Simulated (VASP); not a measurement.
Here is a VASP 6.6.1 calculation.

Contents of POSCAR:

```
HfC
1.0
    3.4084290914      0.0000000000      0.0000000000
   -1.7042145456      2.9517861801      0.0000000000
    0.0000000000      0.0000000000      5.3047539058
Hf C
2 2
Direct
    0.3333333333      0.6666666667      0.2500000000
    0.6666666667      0.3333333333      0.7500000000
    0.0000000000      0.0000000000      0.5000000000
    0.0000000000      0.0000000000      0.0000000000
```

INCAR.step1

```
SYSTEM = HfC
ALGO = Normal
EDIFF = 1E-4
ENCUT = 520
GGA = PE
ISMEAR = -1
LASPH = .True.
LCHARG = .False.
LREAL = .False.
LWAVE = .True.
NBANDS = 22
NELM = 80
PREC = Accurate
SIGMA = 0.05
```

Contents of INCAR.step2:

```
SYSTEM = HfC
ALGO = Normal
EDIFF = 1E-7
ENCUT = 520
ISIF = 2
ISMEAR = -1
ISTART = 1
LASPH = .True.
LCHARG = .False.
LMIXTAU = .True.
LREAL = .False.
LWAVE = .False.
METAGGA = R2SCAN
NBANDS = 22
NELM = 80
PREC = Accurate
SIGMA = 0.05
```

The input KPOINTS:

```
k-points
0
Gamma
  9 9 5
  0 0 0
```

Potentials or basis: VASP PAW PBE potentials, release 64 (Hf_pv, C).

Run with:

```bash
$ cat potpaw_PBE.64/Hf_pv/POTCAR potpaw_PBE.64/C/POTCAR > POTCAR
$ cp INCAR.step1 INCAR
$ mpirun -np 1 vasp_std > vasp.out
$ cp INCAR.step2 INCAR
$ mpirun -np 1 vasp_std > vasp.out
```

(1) What does it give for the band gap on the k mesh?

(2) What does it give for the pressure?

## Answers

(1) zero (band 14 reaches 7.18 eV, above the bottom of band 15 at 5.91 eV).

(2) -15.9 GPa.

Caveat: the PAW data sets were made with another functional, which shifts forces and pressure a little; spin-orbit coupling is left out, which moves the levels of the heavy elements.
